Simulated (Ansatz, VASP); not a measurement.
**One calculation of Cu, two programs**

File POSCAR:

```
Cu
1.0
   -1.4211514202      1.4211514202      1.3347990065
    1.4211514202     -1.4211514202      1.3347990065
    1.4211514202      1.4211514202     -1.3347990065
Cu
1
Direct
    0.0000000000      0.0000000000      0.0000000000
```

Contents of INCAR.step1:

```
SYSTEM = Cu
PREC = Accurate
ENCUT = 520
ISMEAR = 0
SIGMA = 0.15
LREAL = .FALSE.
LASPH = .TRUE.
NELM = 60
NBANDS = 12
GGA = PE
ALGO = Normal
EDIFF = 1E-4
LWAVE = .TRUE.
LCHARG = .FALSE.
```

File INCAR.step2:

```
SYSTEM = Cu
PREC = Accurate
ENCUT = 520
EDIFF = 1E-6
ISMEAR = 0
SIGMA = 0.15
LREAL = .FALSE.
LASPH = .TRUE.
NELM = 60
ALGO = Normal
ISIF = 2
LWAVE = .FALSE.
LCHARG = .FALSE.
METAGGA = R2SCAN
LMIXTAU = .TRUE.
NBANDS = 12
ISTART = 1
```

KPOINTS

```
Automatic mesh
0
G
  24 24 24
  0 0 0
```

Input for Ansatz:

```yaml
crystal:
  lattice:
    - [-1.4211514202, 1.4211514202, 1.3347990065]
    - [1.4211514202, -1.4211514202, 1.3347990065]
    - [1.4211514202, 1.4211514202, -1.3347990065]
  atoms:
    - { symbol: Cu, position: [0.0, 0.0, 0.0] }
basis:
  ecutwfc: 500
kpoints:
  mp_grid: { grid: [24, 24, 24] }
hamiltonian:
  xc: r2scan
scf:
  occupations: { method: gaussian, width: 0.15 }
output:
  forces: true
  stress: true
  eigenvalues: true
```

Change from the starting cell: strain -0.015 along x and y, -0.030 along z, atoms carried along.

Alike in both runs: task single point; functional r2SCAN; k mesh 24 × 24 × 24; occupations gaussian, width 0.15 eV; no spin polarisation.

|  | VASP | Ansatz |
| --- | --- | --- |
| version | VASP 6.6.1 | Ansatz 0.2.0 |
| potentials or method | VASP PAW PBE potentials, release 64 (Cu), cutoff 520 eV | scalar-relativistic, plane waves, PAW |
| valence electrons in the cell | 11 | 19 |

|  | VASP | Ansatz | Ansatz less VASP |
| --- | --- | --- | --- |
| gap on the k mesh at the Fermi level (eV) | none | none | - |
| pressure (GPa) | 12.6 | 11.8 | -0.75 |
| traceless stress, the component that is largest in VASP (GPa) | 0.46 | 0.51 | +0.054 |

VASP's potentials were made for PBE, not for r2SCAN. A gap of «none» marks a metal or a gap that the smearing closes. VASP's potentials hold 11 valence electrons a cell and Ansatz's 19, so a difference there can come from the potentials and not from the codes.
